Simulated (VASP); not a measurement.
Write the native input for VASP 6.6.1 that does the following.

* Task: single point
* Functional: PBE
* Potentials or basis: VASP PAW PBE potentials, release 64 (Ba_sv)
* Cutoff: 520 eV
* k mesh: 11 × 11 × 11
* Occupations: fermi-dirac, width 0.05 eV
* Spin: no spin polarisation
* Dipole correction: no
* Further INCAR settings: ALGO = Normal; EDIFF = 1e-06; NBANDS = 11

The structure of Ba lies in POSCAR:

```
Ba
1.0
    0.0000000000      2.9158117632      2.9158117632
    2.9158117632      0.0000000000      2.9158117632
    2.9158117632      2.9158117632      0.0000000000
Ba
1
Direct
    0.0000000000      0.0000000000      0.0000000000
```

This isn't the form of Ba at room conditions, which is bcc.

These files were run (other wordings do the same):

INCAR

```
SYSTEM = Ba
ALGO     = Normal         ! electronic algorithm
EDIFF    = 1E-6           ! SCF threshold, eV
ENCUT    = 520            ! plane-wave cutoff, eV
GGA      = PE             ! functional
ISIF     = 2              ! what is computed and relaxed
ISMEAR   = -1             ! smearing method
LASPH    = .TRUE.         ! aspherical terms in the spheres
LCHARG   = .FALSE.        ! write CHGCAR
LREAL    = .FALSE.        ! projectors in reciprocal space
LWAVE    = .FALSE.        ! write WAVECAR
NBANDS   = 11             ! bands
NELM     = 80             ! most SCF steps
PREC     = Accurate       ! precision mode
SIGMA    = 0.05           ! smearing width, eV
```

KPOINTS

```
k-points
0
G
  11 11 11
  0 0 0
```

Potentials or basis: VASP PAW PBE potentials, release 64 (Ba_sv).

The run is started by

```sh
$ cat potpaw_PBE.64/Ba_sv/POTCAR > POTCAR
$ mpirun -np 1 vasp_std > vasp.out
```

Results of the run:

The pressure is 3.0 GPa and the band gap on the k mesh is zero (bands 5 and 6 overlap by 0.54 eV).

Caveat: the cell stands under pressure; spin-orbit coupling is left out, which moves the levels of the heavy elements.

Wall time 19 s on 1 thread of Intel Xeon 8259CL, on a shared host, peak memory 0.19 GiB.
